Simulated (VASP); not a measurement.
**Pb: single point with PBE**

The system is Pb.

```
Pb
1.0
     3.37108    0.00000    0.00000
    -1.68554    2.91944    0.00000
     0.00000    0.00000    5.58273
Pb
2
Direct
  0.33333 0.66667 0.25000
  0.66667 0.33333 0.75000
```

This cell differs from its parent crystal: strained.

```json
{
  "Program": "VASP 6.6.1",
  "Task": "single point",
  "Functional": "PBE",
  "Potentials or basis": "VASP PAW PBE potentials, release 64 (Pb_d)",
  "Cutoff": "520 eV",
  "k mesh": "15 × 15 × 8",
  "Occupations": "gaussian, width 0.1 eV",
  "Spin": "no spin polarisation"
}
```

The pressure is 8.4 GPa and the band gap on the k mesh is zero (band 14 reaches 14.83 eV, above the bottom of band 15 at 6.14 eV).

Stress tensor (GPa, compression positive):
```
8.48 0.00 0.00
0.00 8.48 0.00
0.00 0.00 8.19
```

Levels at points of the mesh, in eV from the Fermi level:
```
           k point  band 12  band 13  band 14  band 15  band 16  band 17
(0.00, 0.00, 0.00)    -8.35    -4.74     6.33     6.33     8.06     8.28
(0.00, 0.00, 0.50)   -11.15     0.74     0.74     7.25     7.25     7.25
```

Wall time 80 s on 1 thread of Intel(R) Xeon(R) Platinum 8488C (Sapphire Rapids), with other jobs on the host, peak memory 0.26 GiB.

Caveat: the cell differs from its parent crystal (strained); spin-orbit coupling is left out, which moves the levels of the heavy elements.
